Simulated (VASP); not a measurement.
# MgBe2SO2 (P-4m2) in VASP: relaxation of cell and atoms with PBE

Aim: the relaxation of cell and atoms of MgBe2SO2 with PBE.

Program: VASP 6.6.1. These are calculated values, not measurements. Logs are shortened: lines on timing, memory, paths and dates and some standing lists are left out, and cuts for length are marked.

**1. The cell of the first run**

The structure is tetragonal, space group P-4m2 (No. 115). Conventional cell: a = 3.347 Å, b = 3.347 Å, c = 9.750 Å, α = 90.00°, β = 90.00°, γ = 90.00°. Within 2.4 Å of Mg (site symmetry -4m2) lie 4 O at 1.82 Å and 4 Be at 2.37 Å. Be (site symmetry -4m2) has 4 O at 1.82 Å and 4 Mg at 2.37 Å within 2.4 Å. Be (site symmetry -4m2) has 4 S at 2.37 Å within 3.1 Å. Within 3.1 Å of S (site symmetry -4m2) lie 4 Be at 2.37 Å. Within 2.4 Å of O (site symmetry 2mm) lie 2 Mg at 1.82 Å and 2 Be at 1.82 Å.

The cell was generated, and may not be a known phase.

**2. Relaxation of cell and atoms, PBE**

Contents of INCAR:

```
SYSTEM = MgBe2SO2
PREC = Accurate
ENCUT = 600
EDIFF = 1E-6
ISMEAR = 0
SIGMA = 0.01
LREAL = .False.
LASPH = .True.
NELM = 80
ALGO = Normal
ISIF = 3
LWAVE = .False.
LCHARG = .False.
GGA = PE
IBRION = 2
NSW = 100
EDIFFG = -0.01
```

Contents of KPOINTS:

```
regular mesh
0
Gamma
  10 10 4
  0 0 0
```

Contents of POSCAR:

```
MgBe2SO2
1.0
    3.3465409409      0.0000000000      0.0000000000
    0.0000000000      3.3465409409      0.0000000000
    0.0000000000      0.0000000000      9.7502794999
Mg Be S O
1 2 1 2
Direct
    0.0000000000      0.0000000000      0.0000000000
    0.5000000000      0.5000000000      0.0000000000
    0.0000000000      0.0000000000      0.5000000000
    0.5000000000      0.5000000000      0.5000000000
    0.5000000000      0.0000000000      0.9276887904
    0.0000000000      0.5000000000      0.0723112096
```

Potentials or basis: VASP PAW PBE potentials, release 64 (Mg, Be, S, O).

On the command line:

```sh
$ cat potpaw_PBE.64/Mg/POTCAR potpaw_PBE.64/Be/POTCAR potpaw_PBE.64/S/POTCAR potpaw_PBE.64/O/POTCAR > POTCAR
$ mpirun -np 1 vasp_std > vasp.out
```

OUTCAR:

```text
SYSTEM = MgBe2SO2
   PREC = Accurate
   ENCUT = 600
   EDIFF = 1E-6
   ISMEAR = 0
   LREAL = .False.
   LASPH = .True.
   NELM = 80
   ISIF = 3
   GGA = PE
   IBRION = 2
   NSW = 100
   EDIFFG = -0.01

 ion  position               nearest neighbor table
   1  0.000  0.000  0.000-   5 1.82   6 1.82   6 1.82   5 1.82   2 2.37   2 2.37   2 2.37   2 2.37

   2  0.500  0.500  0.000-   5 1.82   6 1.82   5 1.82   6 1.82   1 2.37   1 2.37   1 2.37   1 2.37

   3  0.000  0.000  0.500-   4 2.37   4 2.37   4 2.37   4 2.37
   4  0.500  0.500  0.500-   3 2.37   3 2.37   3 2.37   3 2.37
   5  0.500  0.000  0.928-   1 1.82   2 1.82   2 1.82   1 1.82
   6  0.000  0.500  0.072-   1 1.82   2 1.82   1 1.82   2 1.82

  LATTYP: Found a simple tetragonal cell.
 ALAT       =     3.3465409409
 C/A-ratio  =     2.9135395837

  Lattice vectors:

 A1 = (   3.3465409409,   0.0000000000,   0.0000000000)
 A2 = (   0.0000000000,   3.3465409409,   0.0000000000)
 A3 = (   0.0000000000,   0.0000000000,   9.7502794999)

Analysis of symmetry for initial positions (statically):
=====================================================================
 Subroutine PRICEL returns:
 Original cell was already a primitive cell.

 Routine SETGRP: Setting up the symmetry group for a
 simple tetragonal supercell.

 Subroutine GETGRP returns: Found  8 space group operations
 (whereof  8 operations were pure point group operations)
 out of a pool of 16 trial point group operations.

The static configuration has the point symmetry D_2d.

Analysis of symmetry for dynamics (positions and initial velocities):
=====================================================================
 Subroutine PRICEL returns:
 Original cell was already a primitive cell.

 Routine SETGRP: Setting up the symmetry group for a
 simple tetragonal supercell.

 Subroutine GETGRP returns: Found  8 space group operations
 (whereof  8 operations were pure point group operations)
 out of a pool of 16 trial point group operations.

The dynamic configuration has the point symmetry D_2d.

 Subroutine INISYM returns: Found  8 space group operations
 (whereof  8 operations are pure point group operations),
 and found     1 'primitive' translations

----------------------------------------------------------------------------------------

                                     Primitive cell

  volume of cell :     109.1967

  direct lattice vectors                    reciprocal lattice vectors
     3.346540941  0.000000000  0.000000000     0.298816007  0.000000000  0.000000000
     0.000000000  3.346540941  0.000000000     0.000000000  0.298816007  0.000000000
     0.000000000  0.000000000  9.750279500     0.000000000  0.000000000  0.102561162

  length of vectors
     3.346540941  3.346540941  9.750279500     0.298816007  0.298816007  0.102561162

  position of ions in fractional coordinates (direct lattice)
     0.000000000  0.000000000  0.000000000
     0.500000000  0.500000000  0.000000000
     0.000000000  0.000000000  0.500000000
     0.500000000  0.500000000  0.500000000
     0.500000000  0.000000000  0.927688790
     0.000000000  0.500000000  0.072311210

  ion indices of the primitive-cell ions
   primitive index   ion index
                 1           1
                 2           2
                 3           3
                 4           4
                 5           5
                 6           6

----------------------------------------------------------------------------------------

 KPOINTS: regular mesh

Automatic generation of k-mesh.
 Grid dimensions read from file:
 generate k-points for:   10   10    4

 Generating k-lattice:

  Cartesian coordinates                     Fractional coordinates (reciprocal lattice)
     0.029881601  0.000000000  0.000000000     0.100000000  0.000000000  0.000000000
     0.000000000  0.029881601  0.000000000     0.000000000  0.100000000  0.000000000
     0.000000000  0.000000000  0.025640291     0.000000000  0.000000000  0.250000000

  Length of vectors
     0.029881601  0.029881601  0.025640291

  Shift w.r.t. Gamma in fractional coordinates (k-lattice)
     0.000000000  0.000000000  0.000000000

 Subroutine IBZKPT returns following result:
 ===========================================

 Found     63 irreducible k-points:

 Following reciprocal coordinates:
            Coordinates               Weight
  0.000000  0.000000  0.000000      1.000000
  0.100000  0.000000  0.000000      4.000000
  0.200000  0.000000  0.000000      4.000000
  0.300000  0.000000  0.000000      4.000000
  0.400000  0.000000  0.000000      4.000000
  0.500000  0.000000  0.000000      2.000000
[... 16 lines left out ...]
  0.100000  0.000000  0.250000      8.000000
  0.200000  0.000000  0.250000      8.000000
 [... further k-points ...]
   k-points           NKPTS =     63   k-points in BZ     NKDIM =     63   number of bands    NBANDS=     16
   number of dos      NEDOS =    301   number of ions     NIONS =      6
   total plane-waves  NPLWV =  62720
   dimension x,y,z NGX =    28 NGY =   28 NGZ =   80
   dimension x,y,z NGXF=    56 NGYF=   56 NGZF=  160
   ions per type =               1   2   1   2
   NGX,Y,Z   is equivalent  to a cutoff of  13.91, 13.91, 13.64 a.u.
   NGXF,Y,Z  is equivalent  to a cutoff of  27.82, 27.82, 27.28 a.u.
 SYSTEM =  MgBe2SO2
   PREC   = accura    normal or accurate (medium, high low for compatibility)
   ISTART =      0    job   : 0-new  1-cont  2-samecut
   ICHARG =      2    charge: 1-file 2-atom 10-const
   ISPIN  =      1    spin polarized calculation?
   LNONCOLLINEAR =      F non collinear calculations
   LSORBIT =      F    spin-orbit coupling
   LASPH  =      T    aspherical Exc in radial PAW
   ENCUT  =  600.0 eV  44.10 Ry    6.64 a.u.   6.68  6.68 19.47*2*pi/ulx,y,z
   NELM   =     80;   NELMIN=  2; NELMDL= -5     # of ELM steps
   EDIFF  = 0.1E-05   stopping-criterion for ELM
   LREAL  =      F    real-space projection
   EDIFFG = -.1E-01   stopping-criterion for IOM
   NSW    =    100    number of steps for IOM
   IBRION =      2    ionic relax: 0-MD 1-quasi-New 2-CG
   NFREE  =      1    steps in history (QN), initial steepest desc. (CG)
   ISIF   =      3    stress and relaxation
   ISYM   =      2    0-nonsym 1-usesym 2-fastsym
   POTIM  = 0.5000    time-step for ionic-motion
   TEBEG  =    0.0;   TEEND  =   0.0 temperature during run
   PSTRESS=    0.0 pullay stress
   NELECT =      24.0000    total number of electrons
   NUPDOWN=      -1.0000    fix difference up-down
   EMIN   =  10.00;   EMAX   =-10.00  energy-range for DOS
   EFERMI =   0.00;   METHOD = LEGACY
   ISMEAR =     0;   SIGMA  =   0.01  broadening in eV -4-tet -1-fermi 0-gaus
   EFERMI_NEDOS =   21; number of points for ismear=-14 and -15
   IALGO  =     38    algorithm
   IMIX   =      4    mixing-type and parameters
     AMIX     =   0.40;   BMIX     =  1.00
     AMIX_MAG =   1.60;   BMIX_MAG =  1.00
  volume/ion in A,a.u.               =      18.20       122.82
  Fermi-wavevector in a.u.,A,eV,Ry     =   0.987966  1.866986 13.280339  0.976077
  Thomas-Fermi vector in A             =   2.119459
   LORBIT       =      0    0 simple, 1 ext, 2 COOP (PROOUT), +10 PAW based schemes
   GGA     = PE    functional components
   LHFCALC =     F    Hartree Fock is set to
   AEXX    =    0.0000 exact exchange contribution
   IVDW    =     0    specifies the selected vdW correction
   LEPSILON=     F    determine dielectric tensor
   LRPA    =     F    only Hartree local field effects (RPA)
 conjugate gradient relaxation of ions
 non-spin polarized calculation
 Gauss-broadening in eV      SIGMA  =   0.01
  energy-cutoff  :      600.00
  volume of cell :      109.20
 maximum number of plane-waves:      3676
 NGX is ok and might be reduce to    28
   NGX = 13   NGY = 13   NGZ = 39

--------------------------------------- Ionic step        1  -------------------------------------------

 number of electron      24.0000010 magnetization

 Free energy of the ion-electron system (eV)
  ---------------------------------------------------
  ext. energy  EPLUGINS =         0.00000000
  ---------------------------------------------------
  free energy    TOTEN  =       -31.05261852 eV

  energy without entropy =      -31.05261852  energy(sigma->0) =      -31.05261852

------------------------ aborting loop because EDIFF is reached ----------------------------------------

  FORCE on cell =-STRESS in cart. coord.  units (eV):
  Direction    XX          YY          ZZ          XY          YZ          ZX
  --------------------------------------------------------------------------------------
  -------------------------------------------------------------------------------------
  Total        0.1173896      0.1173896     -0.0361107      0.0000000     -0.0000000      0.0000000
  in kB        1.7223877      1.7223877     -0.5298309      0.0000000     -0.0000000      0.0000000
  external PRESSURE =       0.9716482 kB  Pullay stress =       0.0000000 kB
[... 101 lines left out ...]
  FREE ENERGIE OF THE ION-ELECTRON SYSTEM (eV)
  ---------------------------------------------------
  free  energy   TOTEN  =       -31.0527137632 eV

  energy  without entropy=      -31.0527137632  energy(sigma->0) =      -31.05271376

[... ionic steps 4 to 23 ...]

--------------------------------------- Ionic step       24  -------------------------------------------

 number of electron      24.0000003 magnetization

------------------------ aborting loop because EDIFF is reached ----------------------------------------
[... 75 lines left out ...]
--------------------------------------- Ionic step       26  -------------------------------------------

 number of electron      24.0000003 magnetization

 Free energy of the ion-electron system (eV)
  ---------------------------------------------------
  ext. energy  EPLUGINS =         0.00000000
  ---------------------------------------------------
  free energy    TOTEN  =       -31.05473037 eV

  energy without entropy =      -31.05473037  energy(sigma->0) =      -31.05473037

 E-fermi :   1.0404     XC(G=0):  -7.7298

 val. band max:        0.9980929152   @ k =   0.5000   0.0000   0.0000
 cond. band min:       1.2744207065   @ k =   0.5000   0.5000   0.0000
 fundamental gap:      0.2763277914
 Fermi energy:         1.0404466566

 k-point     1 :       0.0000    0.0000    0.0000
  band No.  band energies     occupation
      1     -18.0895      2.00000
      2     -16.6397      2.00000
      3     -11.6301      2.00000
      4      -4.1351      2.00000
      5      -4.1351      2.00000
      6      -2.6971      2.00000
[... 433 lines left out ...]
      3     -11.3724      2.00000
      4      -4.5943      2.00000
      5      -3.9616      2.00000
      6      -2.9620      2.00000
[... 8 lines left out ...]
     15       5.6886      0.00000
     16       6.1879      0.00000

 [... further k-points ...]

------------------------ aborting loop because EDIFF is reached ----------------------------------------

  FORCE on cell =-STRESS in cart. coord.  units (eV):
  Direction    XX          YY          ZZ          XY          YZ          ZX
  --------------------------------------------------------------------------------------
  -------------------------------------------------------------------------------------
  Total       -0.0342132     -0.0342132      0.0104046      0.0000000      0.0000000      0.0000000
  in kB       -0.5300220     -0.5300220      0.1611859      0.0000000      0.0000000      0.0000000
  external PRESSURE =      -0.2996194 kB  Pullay stress =       0.0000000 kB
[... 21 lines left out ...]
  FREE ENERGIE OF THE ION-ELECTRON SYSTEM (eV)
  ---------------------------------------------------
  free  energy   TOTEN  =       -31.0547303660 eV

  energy  without entropy=      -31.0547303660  energy(sigma->0) =      -31.05473037

 reached required accuracy - stopping structural energy minimisation
```

Run time: 18 min. Hardware: 1 thread of Intel Xeon Platinum 8488C (Sapphire Rapids), shared host; peak memory 0.37 GiB.

Results:

```
Free energy                           : -31.0547 eV
Relaxed volume                        : 17.24 Å³/atom
Relaxed cell                          : a = 3.350 Å, b = 3.350 Å, c = 9.217 Å, α = 90.00°, β = 90.00°, γ = 90.00°
Space group after relaxing (to 0.1 Å) : P-4m2 (No. 115)
Energy gained by relaxing             : 0.4 meV/atom
Ionic steps                           : 26
Pressure after relaxing               : 0.0 GPa
Band gap on the k mesh                : 0.28 eV (least direct gap 0.59 eV)
```

The path:
| step | energy change (eV) | largest force (eV/Å) | pressure (GPa) | volume (Å³) |
| --- | --- | --- | --- | --- |
| 1 | 0.0000 | 0.0246 | 0.10 | 109.20 |
| 2 | -0.0001 | 0.0091 | -0.12 | 109.37 |
| 3 | -0.0001 | 0.0019 | -0.05 | 109.31 |
| 4 | -0.0001 | 0.0020 | -0.04 | 109.31 |
| 5 | -0.0001 | 0.0034 | -0.04 | 109.26 |
| 6 | -0.0002 | 0.0072 | -0.04 | 109.10 |
| 7 | -0.0004 | 0.0145 | -0.03 | 108.79 |
| 8 | -0.0007 | 0.0284 | -0.01 | 108.17 |
| 9 | -0.0011 | 0.0561 | 0.04 | 106.92 |
| 10 | -0.0011 | 0.0700 | 0.06 | 106.34 |
| 11 | -0.0011 | 0.0681 | 0.06 | 106.31 |
| 12 | -0.0012 | 0.0636 | 0.04 | 106.21 |
| 13 | -0.0013 | 0.0569 | 0.00 | 106.00 |
| 14 | -0.0015 | 0.0411 | -0.09 | 105.60 |
| 15 | -0.0016 | 0.0094 | -0.24 | 104.79 |
| 16 | -0.0016 | 0.0185 | -0.19 | 105.06 |
| 17 | -0.0017 | 0.0192 | -0.16 | 104.74 |
| 18 | -0.0020 | 0.0164 | -0.07 | 103.78 |
| 19 | -0.0017 | 0.0102 | 0.16 | 101.86 |
| 20 | -0.0021 | 0.0141 | 0.01 | 103.18 |
| 21 | -0.0021 | 0.0146 | 0.01 | 103.23 |
| 22 | -0.0021 | 0.0146 | -0.02 | 103.50 |
| 23 | -0.0021 | 0.0156 | -0.01 | 103.33 |
| 24 | -0.0021 | 0.0150 | 0.00 | 103.26 |
| 25 | -0.0021 | 0.0110 | -0.01 | 103.30 |
| 26 | -0.0021 | 0.0002 | -0.03 | 103.42 |

Final structure:
```cif
data_structure
_symmetry_space_group_name_H-M 'P 1'
_symmetry_Int_Tables_number 1
_cell_length_a 3.3497
_cell_length_b 3.3497
_cell_length_c 9.2174
_cell_angle_alpha 90.000
_cell_angle_beta 90.000
_cell_angle_gamma 90.000
_cell_volume 103.42
loop_
_atom_site_label
_atom_site_type_symbol
_atom_site_fract_x
_atom_site_fract_y
_atom_site_fract_z
_atom_site_occupancy
Mg1 Mg 0.00000 0.00000 0.00000 1
Be1 Be 0.50000 0.50000 0.00000 1
Be2 Be 0.00000 0.00000 0.50000 1
S1 S 0.50000 0.50000 0.50000 1
O1 O 0.50000 0.00000 0.92356 1
O2 O 0.00000 0.50000 0.07644 1
```

Levels at points of the mesh, in eV from the valence-band top:
```csv
k point,band 9,band 10,band 11,band 12,band 13,band 14,band 15,band 16
"(0.00, 0.00, 0.00)",-2.69,-2.43,-1.39,-1.39,2.02,3.17,4.84,5.92
"(0.50, 0.00, 0.00)",-2.54,-2.34,-1.10,0.00,2.52,4.38,4.65,5.47
"(0.50, 0.50, 0.00)",-3.23,-3.23,-3.02,-0.32,0.28,4.55,6.13,6.13
"(0.00, 0.00, 0.50)",-2.69,-2.50,-1.39,-1.39,2.28,3.09,4.68,5.99
"(0.50, 0.00, 0.50)",-2.55,-2.36,-1.08,0.00,2.51,4.38,4.65,5.33
"(0.50, 0.50, 0.50)",-3.23,-3.23,-3.02,-0.32,0.28,4.55,5.95,5.95
```

Caveat: semilocal functionals underestimate gaps, and a narrow one can read as zero. A k mesh can miss the band edges.
